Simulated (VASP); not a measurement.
A run of VASP 6.6.1:

INCAR

```
SYSTEM = LuB2O3
PREC     = Accurate       ! precision mode
ENCUT    = 520            ! plane-wave cutoff, eV
EDIFF    = 1E-6           ! SCF threshold, eV
ISMEAR   = 0              ! smearing method
SIGMA    = 0.1            ! smearing width, eV
LREAL    = .FALSE.        ! projectors in reciprocal space
LASPH    = .TRUE.         ! aspherical terms in the spheres
NELM     = 60             ! most SCF steps
ALGO     = Normal         ! electronic algorithm
ISIF     = 2              ! what is computed and relaxed
LWAVE    = .FALSE.        ! write WAVECAR
LCHARG   = .TRUE.         ! write CHGCAR
GGA      = PE             ! functional
LELF     = .TRUE.         ! ELF
LVHAR    = .TRUE.       
NBANDS   = 34             ! bands
```

Contents of KPOINTS:

```
regular mesh
0
G
  6 6 6
  0 0 0
```

Contents of POSCAR:

```
LuB2O3
1.0
    4.5553434185      0.0000000000      0.0000000000
   -2.2776717093      3.9450431234      0.0000000000
    0.0000000000      0.0000000000      4.1938271137
Lu B O
1 2 3
Direct
    0.0000000000      0.0000000000      0.0972083377
    0.6666666667      0.3333333333      0.7245980331
    0.3333333333      0.6666666667      0.7245980331
    0.0000000000      0.5000000000      0.8745301687
    0.5000000000      0.0000000000      0.8745301687
    0.5000000000      0.5000000000      0.8745301687
```

Potentials or basis: VASP PAW PBE potentials, release 64 (Lu, B, O).

Launch:

```console
$ cat potpaw_PBE.64/Lu/POTCAR potpaw_PBE.64/B/POTCAR potpaw_PBE.64/O/POTCAR > POTCAR
$ mpirun -np 1 vasp_std > vasp.out
```

Hardware: 1 thread of Intel(R) Xeon(R) Platinum 8375C CPU @ 2.90GHz (Ice Lake) (shared host).

Task: How long does it take, and how much memory?

Result: Wall time 2.2 min on 1 thread of Intel(R) Xeon(R) Platinum 8375C CPU @ 2.90GHz (Ice Lake), with other jobs on the host, peak memory 0.24 GiB. Counts: scf iterations 15, k points 28.
